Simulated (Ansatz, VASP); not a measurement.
# Two plane-wave programs on Al3BP4

```
CELL_PARAMETERS angstrom
-2.64016 2.64016 5.24274
2.64016 -2.64016 5.24274
2.64016 2.64016 -5.24274
ATOMIC_POSITIONS crystal
Al 0.75000 0.25000 0.50000
Al 0.50000 0.50000 0.00000
Al 0.25000 0.75000 0.50000
B 0.00000 0.00000 0.00000
P 0.10466 0.10466 0.43731
P 0.89534 0.33265 0.00000
P 0.66735 0.66735 0.56269
P 0.33265 0.89534 0.00000
```

Alike in both runs: functional PBE; k mesh 8 × 8 × 8; occupations gaussian, width 0.02 eV; no spin polarisation.

Ansatz relaxed the structure, and its values are those at the end. VASP's run is a single point on that final structure, the one shown.

```csv
,VASP,Ansatz
version,VASP 6.6.1,Ansatz 0.2.0
potentials or method,"VASP PAW PBE potentials, release 64 (Al, B, P), cutoff 520 eV","scalar-relativistic, plane waves, PAW"
valence electrons in the cell,32,32
```

Ansatz gave:

| Quantity | Value |
| --- | --- |
| gap on the k mesh at the Fermi level (eV) | 1.14 |
| least direct gap on the mesh (eV) | 1.14 |
| pressure (GPa) | 0.0 |

What did VASP give for the same quantities?

gap on the k mesh at the Fermi level (eV): 1.14; least direct gap on the mesh (eV): 1.14; pressure (GPa): -0.1.
